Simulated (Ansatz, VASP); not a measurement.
One calculation of Cs, two programs

```
Cs
1.0
     0.00000    3.85822    3.85822
     3.85822    0.00000    3.85822
     3.85822    3.85822    0.00000
Cs
1
Direct
  0.00000 0.00000 0.00000
```

Alike in both runs: task single point; functional PBEsol; k mesh 8 × 8 × 8; occupations fermi-dirac, width 0.1 eV; no spin polarisation.

|  | VASP | Ansatz |
| --- | --- | --- |
| version | VASP 6.6.1 | Ansatz 0.2.0 |
| potentials or method | VASP PAW PBE potentials, release 64 (Cs_sv), cutoff 520 eV | plane waves (420 eV) with PAW, scalar-relativistic |
| valence electrons in the cell | 9 | 9 |

|  | VASP | Ansatz | Ansatz less VASP |
| --- | --- | --- | --- |
| pressure (GPa) | -0.1 | -0.1 | +0.01 |

VASP's potentials were made for PBE, not for PBEsol, and Ansatz warns of the same on its side.

Neither program's run includes spin-orbit coupling.
